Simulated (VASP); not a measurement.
MoS2, 6 atoms in the cell. The structure is hexagonal, space group P6_3/mmc (No. 194). Conventional cell: a = 3.110 Å, b = 3.110 Å, c = 12.187 Å, α = 90.00°, β = 90.00°, γ = 120.00°. Mo (site symmetry -6m2) has 6 S at 2.39 Å and 6 Mo at 3.11 Å within 3.2 Å. Within 3.2 Å of S (site symmetry 3m) lie 3 Mo at 2.39 Å and 7 S at 3.11 to 3.15 Å.  This cell differs from its parent crystal: strain -2.0%.

```yaml
Program: VASP 6.6.1
Task: single point
Functional: PBE
Potentials_or_basis: VASP PAW PBE potentials, release 64 (Mo_sv, S)
Cutoff: 520 eV
k_mesh: 12 × 12 × 2
Occupations: fermi-dirac, width 0.02 eV
Spin: no spin polarisation
Dipole_correction: no
Further_INCAR_settings: ALGO = Normal; EDIFF = 1e-06; NBANDS = 35
```

Potentials or basis: VASP PAW PBE potentials, release 64 (Mo_sv, S).

Command:

```bash
$ cat potpaw_PBE.64/Mo_sv/POTCAR potpaw_PBE.64/S/POTCAR > POTCAR
$ mpirun -np 1 vasp_std > vasp.out
```

Hardware: 1 thread of Intel(R) Xeon(R) 6975P-C (Granite Rapids), with other jobs on the host.

Q: How long does it take, and how much memory?

A: Wall time 60 s on 1 thread of Intel(R) Xeon(R) 6975P-C (Granite Rapids) (shared host), peak memory 0.28 GiB. Counts: scf iterations 15, k points 38.
